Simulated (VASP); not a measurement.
# MgS (Niningerite) (Fm-3m) in VASP: single point with PBE

Aim: the single point of MgS (Niningerite) with PBE.

All numbers are computed with VASP 6.6.1; they aren't measurements. Logs are shortened: lines on timing, memory, paths and dates and some standing lists are left out, and cuts for length are marked.

### 1 The cell of the first run

It takes space group Fm-3m (No. 225, cubic). The conventional cell has a = 5.203 Å, b = 5.203 Å, c = 5.203 Å, α = 90.00°, β = 90.00°, γ = 90.00°. Within 3.4 Å of S (site symmetry m-3m) lie 6 Mg at 2.60 Å. Mg (site symmetry m-3m) has 6 S at 2.60 Å within 3.4 Å.

### 2 Single point, PBE

Contents of INCAR:

```
PREC     = Accurate       # precision mode
ENCUT    = 600            # plane-wave cutoff, eV
EDIFF    = 1E-6           # SCF threshold, eV
ISMEAR   = 0              # smearing method
SIGMA    = 0.01           # smearing width, eV
LREAL    = F              # projectors in reciprocal space
LASPH    = T              # aspherical terms in the spheres
NELM     = 120            # most SCF steps
ALGO     = Normal         # electronic algorithm
ISIF     = 2              # what is computed and relaxed
LWAVE    = F              # write WAVECAR
LCHARG   = F              # write CHGCAR
GGA      = PE             # functional
NBANDS   = 11             # bands
GGA_COMPAT= F
```

Contents of KPOINTS:

```
regular mesh
0
Gamma
  4 4 4
```

Contents of POSCAR:

```
MgS
1.0
    0.0000000000      2.6016500000      2.6016500000
    2.6016500000      0.0000000000      2.6016500000
    2.6016500000      2.6016500000      0.0000000000
S Mg
1 1
Direct
    0.5000000000      0.5000000000      0.5000000000
    0.0000000000      0.0000000000      0.0000000000
```

Potentials or basis: VASP PAW PBE potentials, release 64 (S, Mg).

Run with:

```
$ cat potpaw_PBE.64/S/POTCAR potpaw_PBE.64/Mg/POTCAR > POTCAR
$ mpirun -np 1 vasp_std > vasp.out
```

OUTCAR:

```text
PREC = Accurate
   ENCUT = 600
   EDIFF = 1E-6
   ISMEAR = 0
   LREAL = F
   LASPH = T
   NELM = 120
   ISIF = 2
   GGA = PE

 ion  position               nearest neighbor table
   1  0.500  0.500  0.500-   2 2.60   2 2.60   2 2.60   2 2.60   2 2.60   2 2.60
   2  0.000  0.000  0.000-   1 2.60   1 2.60   1 2.60   1 2.60   1 2.60   1 2.60

  LATTYP: Found a face centered cubic cell.
 ALAT       =     5.2033000000

  Lattice vectors:

 A1 = (   0.0000000000,   2.6016500000,   2.6016500000)
 A2 = (   2.6016500000,   0.0000000000,   2.6016500000)
 A3 = (   2.6016500000,   2.6016500000,   0.0000000000)

Analysis of symmetry for initial positions (statically):
=====================================================================
 Subroutine PRICEL returns:
 Original cell was already a primitive cell.

 Routine SETGRP: Setting up the symmetry group for a
 face centered cubic supercell.

 Subroutine GETGRP returns: Found 48 space group operations
 (whereof 48 operations were pure point group operations)
 out of a pool of 48 trial point group operations.

The static configuration has the point symmetry O_h .

Analysis of symmetry for dynamics (positions and initial velocities):
=====================================================================
 Subroutine PRICEL returns:
 Original cell was already a primitive cell.

 Routine SETGRP: Setting up the symmetry group for a
 face centered cubic supercell.

 Subroutine GETGRP returns: Found 48 space group operations
 (whereof 48 operations were pure point group operations)
 out of a pool of 48 trial point group operations.

The dynamic configuration has the point symmetry O_h .

 Subroutine INISYM returns: Found 48 space group operations
 (whereof 48 operations are pure point group operations),
 and found     1 'primitive' translations

----------------------------------------------------------------------------------------

                                     Primitive cell

  volume of cell :      35.2190

  direct lattice vectors                    reciprocal lattice vectors
     0.000000000  2.601650000  2.601650000    -0.192185728  0.192185728  0.192185728
     2.601650000  0.000000000  2.601650000     0.192185728 -0.192185728  0.192185728
     2.601650000  2.601650000  0.000000000     0.192185728  0.192185728 -0.192185728

  length of vectors
     3.679288715  3.679288715  3.679288715     0.332875446  0.332875446  0.332875446

[... 70 lines left out ...]
   ISYM   =      2    0-nonsym 1-usesym 2-fastsym
   POTIM  = 0.5000    time-step for ionic-motion
   TEBEG  =    0.0;   TEEND  =   0.0 temperature during run
   PSTRESS=    0.0 pullay stress
   NELECT =       8.0000    total number of electrons
   NUPDOWN=      -1.0000    fix difference up-down
   EMIN   =  10.00;   EMAX   =-10.00  energy-range for DOS
   EFERMI =   0.00;   METHOD = LEGACY
   ISMEAR =     0;   SIGMA  =   0.01  broadening in eV -4-tet -1-fermi 0-gaus
   EFERMI_NEDOS =   21; number of points for ismear=-14 and -15
   IALGO  =     38    algorithm
   IMIX   =      4    mixing-type and parameters
     AMIX     =   0.40;   BMIX     =  1.00
     AMIX_MAG =   1.60;   BMIX_MAG =  1.00
  volume/ion in A,a.u.               =      17.61       118.83
  Fermi-wavevector in a.u.,A,eV,Ry     =   0.998878  1.887606 13.575323  0.997758
  Thomas-Fermi vector in A             =   2.131131
   LORBIT       =      0    0 simple, 1 ext, 2 COOP (PROOUT), +10 PAW based schemes
   GGA     = PE    functional components
   LHFCALC =     F    Hartree Fock is set to
   AEXX    =    0.0000 exact exchange contribution
   IVDW    =     0    specifies the selected vdW correction
   LEPSILON=     F    determine dielectric tensor
   LRPA    =     F    only Hartree local field effects (RPA)
 non-spin polarized calculation
 Gauss-broadening in eV      SIGMA  =   0.01
  energy-cutoff  :      600.00
  volume of cell :       35.22
 maximum number of plane-waves:      1211
 NGX is ok and might be reduce to    30
   NGX = 15   NGY = 15   NGZ = 15

 number of electron       7.9999999 magnetization

 Free energy of the ion-electron system (eV)
  ---------------------------------------------------
  ext. energy  EPLUGINS =         0.00000000
  ---------------------------------------------------
  free energy    TOTEN  =        -8.45434273 eV

  energy without entropy =       -8.45434273  energy(sigma->0) =       -8.45434273

 E-fermi :   3.8846     XC(G=0):  -9.6800

 val. band max:        3.7535972984   @ k =   0.0000   0.0000   0.0000
 cond. band min:       6.5039061451   @ k =   0.5000   0.5000   0.0000
 fundamental gap:      2.7503088467
 Fermi energy:         3.8846119732

 k-point     1 :       0.0000    0.0000    0.0000
  band No.  band energies     occupation
      1      -8.9143      2.00000
      2       3.7536      2.00000
      3       3.7536      2.00000
      4       3.7536      2.00000
      5       7.4524      0.00000
      6      11.6893      0.00000
      7      11.6893      0.00000
      8      11.6893      0.00000
      9      14.0854      0.00000
     10      14.0854      0.00000
     11      16.2743      0.00000
[... 85 lines left out ...]
 k-point     8 :      -0.2500    0.5000    0.2500
  band No.  band energies     occupation
      1      -7.1865      2.00000
      2       0.5173      2.00000
      3       0.5173      2.00000
      4       1.3867      2.00000
      5       8.9855      0.00000
      6      11.7006      0.00000
      7      11.7006      0.00000
      8      11.8015      0.00000
      9      18.0761      0.00000
     10      18.0761      0.00000
     11      19.4469      0.00000

------------------------ aborting loop because EDIFF is reached ----------------------------------------

  FORCE on cell =-STRESS in cart. coord.  units (eV):
  Direction    XX          YY          ZZ          XY          YZ          ZX
  --------------------------------------------------------------------------------------
  -------------------------------------------------------------------------------------
  Total        0.2764874      0.2764874      0.2764874      0.0000000      0.0000000     -0.0000000
  in kB       12.5779363     12.5779363     12.5779363      0.0000000      0.0000000     -0.0000000
  external PRESSURE =      12.5779363 kB  Pullay stress =       0.0000000 kB

 VOLUME and BASIS-vectors are now :
 -----------------------------------------------------------------------------
  energy-cutoff  :      600.00
  volume of cell :       35.22
      direct lattice vectors                 reciprocal lattice vectors
     0.000000000  2.601650000  2.601650000    -0.192185728  0.192185728  0.192185728
     2.601650000  0.000000000  2.601650000     0.192185728 -0.192185728  0.192185728
     2.601650000  2.601650000  0.000000000     0.192185728  0.192185728 -0.192185728

 POSITION                                       TOTAL-FORCE (eV/Angst)
 -----------------------------------------------------------------------------------
      2.60165      2.60165      2.60165        -0.000000      0.000000      0.000000
      0.00000      0.00000      0.00000         0.000000     -0.000000      0.000000
 -----------------------------------------------------------------------------------
    total drift:                               -0.000000     -0.000000      0.000000

  FREE ENERGIE OF THE ION-ELECTRON SYSTEM (eV)
  ---------------------------------------------------
  free  energy   TOTEN  =        -8.4543427269 eV

  energy  without entropy=       -8.4543427269  energy(sigma->0) =       -8.45434273
```

OSZICAR:

```text
N       E                     dE             d eps       ncg     rms          rms(c)
DAV:   1     0.288447380562E+02    0.28845E+02   -0.40693E+03   176   0.684E+02
DAV:   2    -0.702455351426E+01   -0.35869E+02   -0.32331E+02   230   0.105E+02
DAV:   3    -0.886651522253E+01   -0.18420E+01   -0.18390E+01   234   0.260E+01
DAV:   4    -0.887786528919E+01   -0.11350E-01   -0.11349E-01   200   0.243E+00
DAV:   5    -0.887796510335E+01   -0.99814E-04   -0.99813E-04   214   0.241E-01    0.437E+00
DAV:   6    -0.849735409881E+01    0.38061E+00   -0.80930E-01   191   0.357E+00    0.347E+00
DAV:   7    -0.845389069886E+01    0.43463E-01   -0.23138E-01   191   0.209E+00    0.227E+00
DAV:   8    -0.845446261578E+01   -0.57192E-03   -0.15191E-02   182   0.751E-01    0.895E-01
DAV:   9    -0.845431834786E+01    0.14427E-03   -0.49720E-04   203   0.143E-01    0.364E-01
DAV:  10    -0.845434460464E+01   -0.26257E-04   -0.12426E-04   216   0.546E-02    0.494E-02
DAV:  11    -0.845434286129E+01    0.17434E-05   -0.13146E-05   194   0.168E-02    0.181E-02
DAV:  12    -0.845434272693E+01    0.13435E-06   -0.35134E-07   121   0.380E-03
   1 F= -.84543427E+01 E0= -.84543427E+01  d E =-.752094E-78
```

stdout:

```text
POSCAR found type information on POSCAR S Mg
 POSCAR found :  2 types and       2 ions
 scaLAPACK will be used
 LDA part: xc-table for (Slater+PW92), standard interpolation
 POSCAR, INCAR and KPOINTS ok, starting setup
 FFT: planning ... GRIDC
 FFT: planning ... GRID_SOFT
 FFT: planning ... GRID
 WAVECAR not read
 entering main loop
```

It took 7.1 s on 1 thread of Intel Xeon Platinum 8259CL at 2.50GHz (Skylake/Cascade Lake), shared host; peak memory 0.16 GiB.

What came out:

| Item | Value |
| --- | --- |
| Free energy | -8.4543 eV |
| Pressure | 1.3 GPa |
| Band gap on the k mesh | 2.75 eV, indirect (least direct gap 3.70 eV) |

Levels at points of the mesh, in eV from the valence-band top:
| k point | band 1 | band 2 | band 3 | band 4 | band 5 | band 6 | band 7 | band 8 |
| --- | --- | --- | --- | --- | --- | --- | --- | --- |
| (0.00, 0.00, 0.00) | -12.67 | 0.00 | 0.00 | 0.00 | 3.70 | 7.94 | 7.94 | 7.94 |
| (0.50, 0.00, 0.00) | -11.36 | -4.84 | -0.59 | -0.59 | 4.53 | 6.89 | 6.89 | 10.10 |
| (0.50, 0.50, 0.00) | -10.99 | -4.20 | -1.69 | -1.69 | 2.75 | 4.38 | 12.00 | 12.80 |

Caveat: the k points lie up to 0.52 Å⁻¹ apart.
